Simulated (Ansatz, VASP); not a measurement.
Given: the input of a run of Ansatz 0.2.0 on Zr.

File input.yaml:

```yaml
crystal:
  lattice:
    - [3.232, 0.0, 0.0]
    - [-1.616, 2.798994105, 0.0]
    - [0.0, 0.0, 5.147]
  atoms:
    - { symbol: Zr, position: [0.6666666667, 0.3333333333, 0.75] }
    - { symbol: Zr, position: [0.3333333333, 0.6666666667, 0.25] }
kpoints:
  mp_grid: { grid: [9, 9, 5] }
scf:
  occupations: { method: fermi_dirac, width: 0.05 }
hamiltonian:
  xc: rpbe
  dispersion: d4
  pseudopotentials: { kind: all_electron, lapw: { basis_error: 0.001 } }
output:
  forces: true
  stress: true
relax:
  f_tol: 0.01
  max_steps: 60
  cell: {}
```

Potentials or basis: all-electron LAPW, scalar-relativistic.

Run with:

```console
$ ansatz run input.yaml --threads 1 --pin off --max-ram 3072MiB --backend cpu --events-out ev --progress --plain --runs-dir out
```

Task: Set up the same calculation for VASP 6.6.1. Potentials there: VASP PAW PBE potentials, release 64 (Zr_sv).

Result: As run (the cutoff follows the program's own potentials):

The input INCAR:

```
PREC     = Accurate       # precision mode
ENCUT    = 600            # plane-wave cutoff, eV
EDIFF    = 1E-6           # SCF threshold, eV
ISMEAR   = -1             # smearing method
SIGMA    = 0.05           # smearing width, eV
LREAL    = F              # projectors in reciprocal space
LASPH    = T              # aspherical terms in the spheres
NELM     = 100            # most SCF steps
ALGO     = Normal         # electronic algorithm
ISIF     = 3              # what is computed and relaxed
LWAVE    = F              # write WAVECAR
LCHARG   = F              # write CHGCAR
GGA      = RP             # functional
IVDW     = 13             # dispersion correction
IBRION   = 2              # ionic algorithm
NSW      = 80             # ionic steps
EDIFFG   = -0.01          # ionic threshold
```

Contents of KPOINTS:

```
regular mesh
0
Gamma
  9 9 5
```

File POSCAR:

```
Zr
1.0
    3.2320000000      0.0000000000      0.0000000000
   -1.6160000000      2.7989941050      0.0000000000
    0.0000000000      0.0000000000      5.1470000000
Zr
2
Direct
    0.6666666667      0.3333333333      0.7500000000
    0.3333333333      0.6666666667      0.2500000000
```

Potentials or basis: VASP PAW PBE potentials, release 64 (Zr_sv).

Launch:

```console
$ cat potpaw_PBE.64/Zr_sv/POTCAR > POTCAR
$ mpirun -np 1 vasp_std > vasp.out
```

Both were run:

|  | VASP | Ansatz | Ansatz less VASP |
| --- | --- | --- | --- |
| relaxed volume (Å³/atom) | 23.38 | 23.39 | +0.011 |
| relaxed cell length with the largest relative difference (Å) | 5.180 | 5.181 | +0.0014 |

VASP's potentials were made for PBE, not for RPBE. Ansatz ran all-electron here, and VASP with PAW potentials.
